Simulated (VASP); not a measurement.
A run of VASP 6.6.1:

INCAR

```
SYSTEM = MgC18
PREC     = Accurate       ! precision mode
ENCUT    = 520            ! plane-wave cutoff, eV
EDIFF    = 1E-6           ! SCF threshold, eV
ISMEAR   = -1             ! smearing method
SIGMA    = 0.05           ! smearing width, eV
LREAL    = Auto         
LASPH    = .True.         ! aspherical terms in the spheres
NELM     = 60             ! most SCF steps
ALGO     = Normal         ! electronic algorithm
ISIF     = 2              ! what is computed and relaxed
LWAVE    = .False.        ! write WAVECAR
LCHARG   = .True.         ! write CHGCAR
LELF     = .True.         ! ELF
LVHAR    = .True.       
NBANDS   = 52             ! bands
```

The input KPOINTS:

```
regular mesh
0
Gamma
  2 2 1
  0 0 0
```

File POSCAR:

```
MgC18
1.0
    7.3980000000      0.0000000000      0.0000000000
   -3.6990000000      6.4068560000      0.0000000000
    0.0000000000      0.0000000000     12.0000000000
C Mg
18 1
Direct
   -0.0008742063      0.0015903276      0.0828325000
    0.2215009409      0.1127877699      0.0831125833
   -0.0012763453      0.3356032975      0.0830343333
    0.2202741278      0.4456426054      0.0830046667
   -0.0012933591      0.6672143092      0.0831404167
    0.2202611364      0.7786969147      0.0830216667
    0.3315619667      0.0012953311      0.0830135000
    0.5531124441      0.1128077484      0.0829859167
    0.3315727682      0.3343426167      0.0830310833
    0.5531282225      0.4444118925      0.0830960833
    0.3303106529      0.6671930819      0.0830115000
    0.5526948924      0.7783749159      0.0826705000
    0.6643078218      0.0016148326      0.0826246667
    0.8875450629      0.1132204314      0.0827052500
    0.6646263899      0.3343571324      0.0830115000
    0.8872246400      0.4456585258      0.0830261667
    0.6643287412      0.6667891396      0.0828038333
    0.8875206095      0.7784034790      0.0828805000
    0.7735438586      0.8914294312      0.2544928333
```

Potentials or basis: VASP PAW LDA potentials, release 64 (C, Mg).

Command:

```bash
$ cat potpaw_LDA.64/C/POTCAR potpaw_LDA.64/Mg/POTCAR > POTCAR
$ mpirun -np 1 vasp_std > vasp.out
```

Hardware: 1 thread of Intel Xeon 8259CL, on a shared host.

Q: Estimate the wall time of this run.

A: It took 7.5 min on 1 thread of Intel Xeon 8259CL, with other jobs on the host, peak memory 0.44 GiB. Counts: scf iterations 24, k points 4.
